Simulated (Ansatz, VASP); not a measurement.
# Hf: VASP beside Ansatz

```xyz
2
Lattice="3.1967 0.0000 0.0000 -1.5983 2.7684 0.0000 0.0000 0.0000 5.0578" Properties=species:S:1:pos:R:3 pbc="T T T"
Hf    1.5984    0.9228    3.7934
Hf    0.0000    1.8456    1.2645
```

Alike in both runs: task single point; functional PBE; k mesh 10 × 10 × 5; occupations gaussian, width 0.013 eV; no spin polarisation.

|  | VASP | Ansatz |
| --- | --- | --- |
| version | VASP 6.6.1 | Ansatz 0.2.0 |
| potentials or method | VASP PAW PBE potentials, release 64 (Hf_pv), cutoff 520 eV | all-electron LAPW, scalar-relativistic |

Ansatz gave:

* gap on the k mesh at the Fermi level (eV): none
* pressure (GPa): 0.7
* traceless stress, the component that is largest in VASP (GPa): -0.13

Estimate VASP's values.

gap on the k mesh at the Fermi level (eV): none; pressure (GPa): 0.2; traceless stress, the component that is largest in VASP (GPa): -0.19.

A gap of «none» marks a metal or a gap that the smearing closes. Ansatz ran all-electron here, and VASP with PAW potentials.

Spin-orbit coupling is off throughout.
